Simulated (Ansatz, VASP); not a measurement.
# Ni3Br2 in VASP and in Ansatz

```xyz
5
Lattice="4.0044 0.0000 0.0000 -2.0022 3.4680 0.0000 0.0000 0.0000 6.2303" Properties=species:S:1:pos:R:3 pbc="T T T"
Ni    0.0000    0.0000    0.0000
Ni    0.0000    2.3120    4.0185
Ni    2.0022    1.1560    2.2117
Br    0.0000    2.3120    1.5264
Br    2.0022    1.1560    4.7039
```

Alike in both runs: task single point; functional PBE; k mesh 6 × 6 × 4; occupations gaussian, width 0.1 eV; collinear spin.

|  | VASP | Ansatz |
| --- | --- | --- |
| version | VASP 6.6.1 | Ansatz 0.2.0 |
| potentials or method | VASP PAW PBE potentials, release 64 (Ni, Br), cutoff 520 eV | scalar-relativistic, plane waves, PAW |
| valence electrons in the cell | 44 | 68 |

|  | VASP | Ansatz | Ansatz less VASP |
| --- | --- | --- | --- |
| gap on the k mesh at the Fermi level (eV) | none | none | - |
| pressure (GPa) | -1.2 | -1.3 | -0.08 |
| traceless stress, the component that is largest in VASP (GPa) | -1.78 | -1.77 | +0.018 |
| rms of the force components (eV/Å) | 0.176 | 0.171 | -0.0053 |
| net moment per atom (μB) | 0.38 | 0.39 | +0.001 |
| size of the moment on the site where the two differ most (μB) | 0.09 | 0.08 | -0.009 |

Site moments also hang on the region over which each program counts them. Atom by atom the forces differ by 0.005 eV/Å (rms over components). A gap of «none» marks a metal or a gap that the smearing closes. VASP's potentials hold 44 valence electrons a cell and Ansatz's 68, so a difference there can come from the potentials and not from the codes.
